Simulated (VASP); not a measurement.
# BaCaF4 (R-3m) in VASP: a series of runs

The runs below take BaCaF4 through single point, relaxation of cell and atoms, with r2SCAN, PBE, PBEsol.

Everything below comes from runs of VASP 6.6.1. Logs are shortened: lines on timing, memory, paths and dates and some standing lists are left out, and cuts for length are marked.

## 1. The cell of the first run

Symmetry: R-3m, No. 166, trigonal system. Conventional cell: a = 4.141 Å, b = 4.141 Å, c = 20.065 Å, α = 90.00°, β = 90.00°, γ = 120.00°. Ba (site symmetry -3m) has 8 F at 2.61 to 2.68 Å within 3.4 Å. Within 3.3 Å of F (site symmetry 3m) lie 3 Ca at 2.48 Å and 1 Ba at 2.68 Å and 6 F at 2.74 to 2.90 Å. Within 3.2 Å of F (site symmetry 3m) lie 1 Ca at 2.31 Å and 3 Ba at 2.61 Å and 6 F at 2.90 to 3.16 Å. Ca (site symmetry -3m) has 8 F at 2.31 to 2.48 Å within 3.1 Å.

## 2. Single point, r2SCAN

POSCAR reads:

```
BaCaF4
1.0
    2.0705449678      1.1954296928      6.6883419823
   -2.0705449678      1.1954296928      6.6883419823
    0.0000000000     -2.3908593907      6.6883419814
Ba F Ca
1 4 1
Direct
    0.0000000000      0.0000000000      0.0000000000
    0.1333522145      0.1333522145      0.1333522145
    0.3848996823      0.3848996823      0.3848996823
    0.6151003177      0.6151003177      0.6151003177
    0.8666477855      0.8666477855      0.8666477855
    0.5000000000      0.5000000000      0.5000000000
```

INCAR.step1 reads:

```
SYSTEM = BaCaF4
  ALGO = Normal
  EDIFF = 1E-4
  ENCUT = 520
  GGA = PE
  ISMEAR = -1
  LASPH = .TRUE.
  LCHARG = .FALSE.
  LREAL = .FALSE.
  LWAVE = .TRUE.
  NBANDS = 33
  NELM = 80
  PREC = Accurate
  SIGMA = 0.02
```

INCAR.step2 reads:

```
SYSTEM = BaCaF4
  ALGO = Normal
  EDIFF = 1E-7
  ENCUT = 520
  ISIF = 2
  ISMEAR = -1
  ISTART = 1
  LASPH = .TRUE.
  LCHARG = .TRUE.
  LELF = .TRUE.
  LMIXTAU = .TRUE.
  LREAL = .FALSE.
  LVHAR = .TRUE.
  LWAVE = .FALSE.
  METAGGA = R2SCAN
  NBANDS = 33
  NELM = 80
  PREC = Accurate
  SIGMA = 0.02
```

KPOINTS reads:

```
k-points
0
G
  6 6 6
  0 0 0
```

Potentials or basis: VASP PAW PBE potentials, release 64 (Ba_sv, F, Ca_sv).

Run with:

```sh
$ cat potpaw_PBE.64/Ba_sv/POTCAR potpaw_PBE.64/F/POTCAR potpaw_PBE.64/Ca_sv/POTCAR > POTCAR
$ cp INCAR.step1 INCAR
$ mpirun -np 1 vasp_std > vasp.out
$ cp INCAR.step2 INCAR
$ mpirun -np 1 vasp_std > vasp.out
```

OUTCAR:

```text
SYSTEM = BaCaF4
   EDIFF = 1E-7
   ENCUT = 520
   ISIF = 2
   ISMEAR = -1
   ISTART = 1
   LASPH = .TRUE.
   LREAL = .FALSE.
   METAGGA = R2SCAN
   NELM = 80
   PREC = Accurate

 ion  position               nearest neighbor table
   1  0.000  0.000  0.000-   4 2.61   3 2.61   4 2.61   4 2.61   3 2.61   3 2.61   5 2.68   2 2.68

   2  0.133  0.133  0.133-   6 2.48   6 2.48   6 2.48   1 2.68
   3  0.385  0.385  0.385-   6 2.31   1 2.61   1 2.61   1 2.61
   4  0.615  0.615  0.615-   6 2.31   1 2.61   1 2.61   1 2.61
   5  0.867  0.867  0.867-   6 2.48   6 2.48   6 2.48   1 2.68
   6  0.500  0.500  0.500-   3 2.31   4 2.31   2 2.48   5 2.48   2 2.48   2 2.48   5 2.48   5 2.48

  LATTYP: Found a trigonal (rhomboedric) cell.
 ALAT       =     7.1028252890
 COS(alpha) =     0.8300437794

  Lattice vectors:

 A1 = (   2.0705449678,   1.1954296928,   6.6883419823)
 A2 = (  -2.0705449678,   1.1954296928,   6.6883419823)
 A3 = (   0.0000000000,  -2.3908593907,   6.6883419814)

Analysis of symmetry for initial positions (statically):
=====================================================================
 Subroutine PRICEL returns:
 Original cell was already a primitive cell.

 Routine SETGRP: Setting up the symmetry group for a
 trigonal (rhombohedral) supercell.

 Subroutine GETGRP returns: Found 12 space group operations
 (whereof 12 operations were pure point group operations)
 out of a pool of 12 trial point group operations.

The static configuration has the point symmetry D_3d.

Analysis of symmetry for dynamics (positions and initial velocities):
=====================================================================
 Subroutine PRICEL returns:
 Original cell was already a primitive cell.

 Routine SETGRP: Setting up the symmetry group for a
 trigonal (rhombohedral) supercell.

 Subroutine GETGRP returns: Found 12 space group operations
 (whereof 12 operations were pure point group operations)
 out of a pool of 12 trial point group operations.

The dynamic configuration has the point symmetry D_3d.

 Subroutine INISYM returns: Found 12 space group operations
 (whereof 12 operations are pure point group operations),
 and found     1 'primitive' translations

----------------------------------------------------------------------------------------

                                     Primitive cell

  volume of cell :      99.3295

  direct lattice vectors                    reciprocal lattice vectors
     2.070544968  1.195429693  6.688341982     0.241482319  0.139419882  0.049837962
    -2.070544968  1.195429693  6.688341982    -0.241482319  0.139419882  0.049837962
     0.000000000 -2.390859391  6.688341981     0.000000000 -0.278839764  0.049837962

  length of vectors
     7.102825289  7.102825289  7.102825289     0.283258603  0.283258603  0.283258603

  position of ions in fractional coordinates (direct lattice)
     0.000000000  0.000000000  0.000000000
     0.133352215  0.133352215  0.133352215
     0.384899682  0.384899682  0.384899682
     0.615100318  0.615100318  0.615100318
     0.866647785  0.866647785  0.866647785
     0.500000000  0.500000000  0.500000000

  ion indices of the primitive-cell ions
   primitive index   ion index
                 1           1
                 2           2
                 3           3
                 4           4
                 5           5
                 6           6

----------------------------------------------------------------------------------------

 KPOINTS: k-points

Automatic generation of k-mesh.
 Grid dimensions read from file:
 generate k-points for:    6    6    6

 Generating k-lattice:

  Cartesian coordinates                     Fractional coordinates (reciprocal lattice)
     0.040247053  0.023236647  0.008306327     0.166666667 -0.000000000  0.000000000
    -0.040247053  0.023236647  0.008306327    -0.000000000  0.166666667  0.000000000
     0.000000000 -0.046473294  0.008306327     0.000000000  0.000000000  0.166666667

  Length of vectors
     0.047209767  0.047209767  0.047209767

  Shift w.r.t. Gamma in fractional coordinates (k-lattice)
     0.000000000  0.000000000  0.000000000

 Subroutine IBZKPT returns following result:
 ===========================================

 Found     32 irreducible k-points:

 Following reciprocal coordinates:
            Coordinates               Weight
  0.000000  0.000000  0.000000      1.000000
  0.166667 -0.000000  0.000000      6.000000
  0.333333  0.000000  0.000000      6.000000
  0.500000 -0.000000  0.000000      3.000000
  0.166667  0.166667  0.000000      6.000000
  0.333333  0.166667 -0.000000     12.000000
[... 16 lines left out ...]
  0.500000  0.500000  0.166667      6.000000
 -0.333333  0.500000  0.166667     12.000000
 [... further k-points ...]
   k-points           NKPTS =     32   k-points in BZ     NKDIM =     32   number of bands    NBANDS=     33
   number of dos      NEDOS =    301   number of ions     NIONS =      6
[... 38 lines left out ...]
  Fermi-wavevector in a.u.,A,eV,Ry     =   1.284682  2.427698 22.455175  1.650409
  Thomas-Fermi vector in A             =   2.416862
   LORBIT       =      0    0 simple, 1 ext, 2 COOP (PROOUT), +10 PAW based schemes
   METAGGA = R2SCAN    functional components
   LHFCALC =     F    Hartree Fock is set to
   AEXX    =    0.0000 exact exchange contribution
   IVDW    =     0    specifies the selected vdW correction
   LEPSILON=     F    determine dielectric tensor
   LRPA    =     F    only Hartree local field effects (RPA)
 non-spin polarized calculation
  energy-cutoff  :      520.00
  volume of cell :       99.33
 maximum number of plane-waves:      2707
 NGX is ok and might be reduce to    54
   NGX = 27   NGY = 27   NGZ = 27

 number of electron      48.0000001 magnetization

 Free energy of the ion-electron system (eV)
  ---------------------------------------------------
  ext. energy  EPLUGINS =         0.00000000
  ---------------------------------------------------
  free energy    TOTEN  =       -70.62135830 eV

  energy without entropy =      -70.62135830  energy(sigma->0) =      -70.62135830

 E-fermi :  -1.1467     XC(G=0):  -9.7239

 val. band max:       -1.6494123702   @ k =   0.5000   0.5000   0.0000
 cond. band min:       5.4576718300   @ k =   0.0000   0.0000   0.0000
 fundamental gap:      7.1070842001
 Fermi energy:        -1.1466757278

 k-point     1 :       0.0000    0.0000    0.0000
  band No.  band energies     occupation
      1     -39.4329      2.00000
      2     -25.8789      2.00000
      3     -23.2390      2.00000
      4     -22.7039      2.00000
      5     -22.1584      2.00000
      6     -21.8134      2.00000
[... 25 lines left out ...]
     32       9.5492      0.00000
     33       9.5492      0.00000

 k-point     2 :       0.1667   -0.0000    0.0000
  band No.  band energies     occupation
      1     -39.4308      2.00000
      2     -25.7997      2.00000
      3     -23.2311      2.00000
      4     -22.8102      2.00000
      5     -22.1992      2.00000
      6     -21.8387      2.00000
[... 25 lines left out ...]
     32       9.4816      0.00000
     33       9.5655      0.00000

 k-point     3 :       0.3333    0.0000    0.0000
  band No.  band energies     occupation
      1     -39.4267      2.00000
      2     -25.6223      2.00000
      3     -23.2152      2.00000
      4     -23.0416      2.00000
      5     -22.2624      2.00000
      6     -21.9065      2.00000
[... 25 lines left out ...]
     32       9.2445      0.00000
     33       9.3473      0.00000

 k-point     4 :       0.5000   -0.0000    0.0000
  band No.  band energies     occupation
      1     -39.4246      2.00000
      2     -25.5209      2.00000
      3     -23.2101      2.00000
      4     -23.1667      2.00000
      5     -22.2853      2.00000
      6     -21.9481      2.00000
[... 673 lines left out ...]
     32       9.4771      0.00000
     33       9.6303      0.00000

 k-point    23 :       0.5000    0.5000    0.1667
  band No.  band energies     occupation
      1     -39.4267      2.00000
      2     -25.6233      2.00000
      3     -23.2210      2.00000
      4     -23.0279      2.00000
      5     -22.2950      2.00000
      6     -21.8742      2.00000
[... 25 lines left out ...]
     32       9.3434      0.00000
     33       9.4639      0.00000

 k-point    24 :      -0.3333    0.5000    0.1667
  band No.  band energies     occupation
      1     -39.4246      2.00000
      2     -25.5205      2.00000
      3     -23.2802      2.00000
      4     -23.0904      2.00000
      5     -22.2835      2.00000
      6     -21.9597      2.00000
[... 25 lines left out ...]
     32       9.5179      0.00000
     33       9.9113      0.00000

 [... further k-points ...]

------------------------ aborting loop because EDIFF is reached ----------------------------------------

  FORCE on cell =-STRESS in cart. coord.  units (eV):
  Direction    XX          YY          ZZ          XY          YZ          ZX
  --------------------------------------------------------------------------------------
  -------------------------------------------------------------------------------------
  Total        0.5480821      0.5480821      0.6602033      0.0000000     -0.0000000      0.0000000
  in kB        8.8405188      8.8405188     10.6490254      0.0000000     -0.0000000      0.0000000
  external PRESSURE =       9.4433543 kB  Pullay stress =       0.0000000 kB

 VOLUME and BASIS-vectors are now :
 -----------------------------------------------------------------------------
  energy-cutoff  :      520.00
  volume of cell :       99.33
      direct lattice vectors                 reciprocal lattice vectors
     2.070544968  1.195429693  6.688341982     0.241482319  0.139419882  0.049837962
    -2.070544968  1.195429693  6.688341982    -0.241482319  0.139419882  0.049837962
     0.000000000 -2.390859391  6.688341981     0.000000000 -0.278839764  0.049837962

 POSITION                                       TOTAL-FORCE (eV/Angst)
 -----------------------------------------------------------------------------------
      0.00000      0.00000      0.00000         0.000000      0.000000      0.000000
      0.00000     -0.00000      2.67572         0.000000     -0.000000      0.051542
      0.00000     -0.00000      7.72302         0.000000     -0.000000      0.041559
      0.00000     -0.00000     12.34200         0.000000      0.000000     -0.041559
      0.00000     -0.00000     17.38931         0.000000      0.000000     -0.051542
      0.00000     -0.00000     10.03251        -0.000000     -0.000000      0.000000
 -----------------------------------------------------------------------------------
    total drift:                               -0.000000     -0.000000      0.000000

  FREE ENERGIE OF THE ION-ELECTRON SYSTEM (eV)
  ---------------------------------------------------
  free  energy   TOTEN  =       -70.6213583044 eV

  energy  without entropy=      -70.6213583044  energy(sigma->0) =      -70.62135830
```

Wall time 11 min (1 thread of Intel Xeon 6975P-C (Granite Rapids), shared host); peak memory 0.5 GiB.

Results:

* Free energy: -70.6214 eV
* Pressure: 0.9 GPa
* Largest force: 0.052 eV/Å
* Band gap on the k mesh: 7.11 eV (least direct gap 7.32 eV)

Forces in eV/Å, atoms in the order of the input:
```
Ba   0.000  0.000  0.000
F    0.000  0.000  0.052
F    0.000  0.000  0.042
F    0.000  0.000 -0.042
F    0.000  0.000 -0.052
Ca   0.000  0.000  0.000
```

Caveat: the PAW data sets were made with another functional, which shifts forces and pressure a little; spin-orbit coupling is left out, which moves the levels of the heavy elements.

## 3. Relaxation of cell and atoms, PBE

This run uses another cell than the first one, of 16.34 Å³/atom.

INCAR reads:

```
SYSTEM = BaCaF4
  PREC = Accurate
  ENCUT = 600
  EDIFF = 1E-7
  ISMEAR = -1
  SIGMA = 0.02
  LREAL = .False.
  LASPH = .True.
  NELM = 80
  ALGO = Normal
  ISIF = 3
  LWAVE = .False.
  LCHARG = .False.
  GGA = PE
  IBRION = 2
  NSW = 80
  EDIFFG = -0.005
```

KPOINTS reads:

```
regular mesh
0
Gamma
  6 6 6
  0 0 0
```

POSCAR reads:

```
BaCaF4
1.0
    2.0539350500      1.1858399500      6.7081237800
   -2.0539350500      1.1858399500      6.7081237800
    0.0000000000     -2.3716799100      6.7081237800
Ba F Ca
1 4 1
Direct
    0.0000000000      0.0000000000      0.0000000000
    0.1250000000      0.1250000000      0.1250000000
    0.3750000000      0.3750000000      0.3750000000
    0.6250000000      0.6250000000      0.6250000000
    0.8750000000      0.8750000000      0.8750000000
    0.5000000000      0.5000000000      0.5000000000
```

Potentials or basis: VASP PAW PBE potentials, release 64 (Ba_sv, F, Ca_sv).

Run with:

```sh
$ cat potpaw_PBE.64/Ba_sv/POTCAR potpaw_PBE.64/F/POTCAR potpaw_PBE.64/Ca_sv/POTCAR > POTCAR
$ mpirun -np 1 vasp_std > vasp.out
```

Run time: 23 min. Hardware: 1 thread of Intel Xeon 6975P-C (Granite Rapids), shared host; peak memory 0.63 GiB.

Results (log left out):

- Free energy: -34.1247 eV
- Relaxed volume: 17.28 Å³/atom
- Relaxed cell: a = 7.187 Å, b = 7.187 Å, c = 7.187 Å, α = 34.04°, β = 34.04°, γ = 34.04°
- Space group after relaxing (to 0.1 Å): R-3m (No. 166)
- Energy gained by relaxing: 95.0 meV/atom
- Ionic steps: 10
- Pressure after relaxing: 0.0 GPa
- Largest force after relaxing: 0.003 eV/Å
- Band gap on the k mesh: 6.29 eV (least direct gap 6.49 eV)

Forces on the atoms (eV/Å):
```
Ba   0.000  0.000  0.000
F    0.000  0.000 -0.001
F    0.000  0.000 -0.003
F    0.000  0.000  0.003
F    0.000  0.000  0.001
Ca   0.000  0.000  0.000
```

The path:
```csv
step,energy change (eV),largest force (eV/Å),pressure (GPa),volume (Å³)
1,0.0000,1.3287,6.66,98.03
2,-0.3844,0.7077,-1.41,107.98
3,-0.3890,0.6453,-2.12,109.22
4,-0.4883,0.4864,-1.38,107.01
5,-0.5670,0.0255,0.78,102.42
6,-0.5686,0.0641,0.43,103.04
7,-0.5687,0.0472,0.50,102.92
8,-0.5702,0.0182,-0.07,103.79
9,-0.5702,0.0068,0.02,103.64
10,-0.5702,0.0034,0.01,103.67
```

Final structure:
```
CELL_PARAMETERS angstrom
2.10344 1.21442 6.76386
-2.10344 1.21442 6.76386
0.00000 -2.42884 6.76386
ATOMIC_POSITIONS crystal
Ba 0.00000 0.00000 0.00000
F 0.13335 0.13335 0.13335
F 0.38467 0.38467 0.38467
F 0.61533 0.61533 0.61533
F 0.86665 0.86665 0.86665
Ca 0.50000 0.50000 0.50000
```

Levels at points of the mesh, in eV from the valence-band top:
| k point | band 21 | band 22 | band 23 | band 24 | band 25 | band 26 | band 27 | band 28 |
| --- | --- | --- | --- | --- | --- | --- | --- | --- |
| (0.00, 0.00, 0.00) | -0.92 | -0.23 | -0.20 | -0.20 | 6.29 | 8.42 | 8.42 | 8.46 |
| (0.50, 0.00, 0.00) | -0.92 | -0.31 | -0.18 | -0.15 | 7.02 | 8.00 | 8.76 | 8.85 |
| (0.50, 0.50, 0.00) | -0.74 | -0.45 | -0.31 | 0.00 | 6.87 | 8.31 | 8.60 | 8.70 |
| (0.50, 0.50, 0.50) | -0.68 | -0.58 | -0.23 | -0.23 | 7.21 | 7.70 | 8.61 | 8.61 |

Caveat: spin-orbit coupling is left out, which moves the levels of the heavy elements.

## 4. Relaxation of cell and atoms, PBEsol

This run uses another cell than the first one, of 17.10 Å³/atom.

INCAR reads:

```
  PREC = Accurate
  ENCUT = 600
  EDIFF = 1E-6
  ISMEAR = -1
  SIGMA = 0.02
  LREAL = False
  LASPH = True
  NELM = 80
  ALGO = Normal
  ISIF = 3
  LWAVE = False
  LCHARG = False
  GGA = PS
  IBRION = 2
  NSW = 80
  EDIFFG = -0.005
```

KPOINTS reads:

```
regular mesh
0
Gamma
  6 6 6
```

POSCAR reads:

```
BaCaF4
1.0
    2.0960419768      1.2101503979      6.7396752941
   -2.0960419768      1.2101503979      6.7396752941
    0.0000000000     -2.4203008008      6.7396752932
Ba F Ca
1 4 1
Direct
    0.0000000000      0.0000000000      0.0000000000
    0.1329359154      0.1329359154      0.1329359154
    0.3842879973      0.3842879973      0.3842879973
    0.6157120027      0.6157120027      0.6157120027
    0.8670640846      0.8670640846      0.8670640846
    0.5000000000      0.5000000000      0.5000000000
```

Run with:

```sh
$ cat potpaw_PBE.64/Ba_sv/POTCAR potpaw_PBE.64/F/POTCAR potpaw_PBE.64/Ca_sv/POTCAR > POTCAR
$ mpirun -np 1 vasp_std > vasp.out
```

Run time: 11 min. Hardware: 1 thread of Intel Xeon 6975P-C (Granite Rapids), shared host; peak memory 0.59 GiB.

The run converged. Its results:

| Quantity | Value |
| --- | --- |
| Free energy | -35.2048 eV |
| Relaxed volume | 16.44 Å³/atom |
| Relaxed cell | a = 7.078 Å, b = 7.078 Å, c = 7.078 Å, α = 33.96°, β = 33.96°, γ = 33.96° |
| Space group after relaxing (to 0.1 Å) | R-3m (No. 166) |
| Energy gained by relaxing | 5.4 meV/atom |
| Ionic steps | 8 |
| Pressure after relaxing | 0.0 GPa |
| Band gap on the k mesh | 6.38 eV (least direct gap 6.60 eV) |

Forces on the atoms (eV/Å):
```
Ba   0.000  0.000  0.000
F    0.000  0.000  0.000
F    0.000  0.000  0.002
F    0.000  0.000 -0.002
F    0.000  0.000  0.000
Ca   0.000  0.000  0.000
```

Step by step:
| step | energy change (eV) | largest force (eV/Å) | pressure (GPa) | volume (Å³) |
| --- | --- | --- | --- | --- |
| 1 | 0.0000 | 0.0448 | -2.47 | 102.57 |
| 2 | -0.0313 | 0.0671 | 0.02 | 98.71 |
| 3 | -0.0313 | 0.0667 | 0.02 | 98.72 |
| 4 | -0.0313 | 0.0657 | -0.03 | 98.80 |
| 5 | -0.0318 | 0.0434 | -0.04 | 98.76 |
| 6 | -0.0323 | 0.0082 | -0.05 | 98.70 |
| 7 | -0.0323 | 0.0088 | -0.04 | 98.70 |
| 8 | -0.0324 | 0.0020 | 0.02 | 98.61 |

Final structure:
```yaml
crystal:
  lattice:
    - [2.06687, 1.19331, 6.66352]
    - [-2.06687, 1.19331, 6.66352]
    - [0.00000, -2.38662, 6.66352]
  atoms:
    - { symbol: Ba, position: [0.00000, 0.00000, 0.00000] }
    - { symbol: F, position: [0.13347, 0.13347, 0.13347] }
    - { symbol: F, position: [0.38480, 0.38480, 0.38480] }
    - { symbol: F, position: [0.61520, 0.61520, 0.61520] }
    - { symbol: F, position: [0.86653, 0.86653, 0.86653] }
    - { symbol: Ca, position: [0.50000, 0.50000, 0.50000] }
```

Levels at points of the mesh, in eV from the valence-band top:
```
           k point  band 20  band 21  band 22  band 23  band 24  band 25  band 26  band 27  band 28
(0.00, 0.00, 0.00)    -1.26    -1.00    -0.24    -0.22    -0.22     6.38     8.54     8.54     8.67
(0.50, 0.00, 0.00)    -1.10    -0.99    -0.34    -0.20    -0.15     7.04     8.11     8.98     9.12
(0.50, 0.50, 0.00)    -0.88    -0.77    -0.50    -0.35     0.00     6.87     8.47     8.80     8.96
(0.50, 0.50, 0.50)    -1.18    -0.74    -0.61    -0.25    -0.25     7.32     7.86     8.57     8.57
```

Caveat: the PAW data sets were made with another functional, which shifts forces and pressure a little; spin-orbit coupling is left out, which moves the levels of the heavy elements.

## 5. Overview

```tsv
task	level	cell	cutoff (eV)	gap on the mesh (eV)	pressure (GPa)	relaxed volume (Å³/atom)
single point	r2SCAN	a = 7.103 Å, angles 33.9°, 6 atoms, atomic positions A	520	7.11	0.9	-
relaxation of cell and atoms	PBE	relaxed from a = 7.115 Å, angles 33.6°, 6 atoms, atomic positions B	600	6.29	0.0	17.28
relaxation of cell and atoms	PBEsol	relaxed from a = 7.161 Å, angles 34.0°, 6 atoms, atomic positions C	600	6.38	0.0	16.44
```

Alike in all rows: potentials or basis VASP PAW PBE potentials, release 64 (Ba_sv, F, Ca_sv); no spin polarisation; k mesh 6 × 6 × 6; smearing fermi-dirac 0.02 eV.

Caveats: spin-orbit coupling is left out, which moves the levels of the heavy elements; the PAW data sets were made with another functional, which shifts forces and pressure a little (at least some runs).

Absolute energies hang on the potentials; compare differences alone.
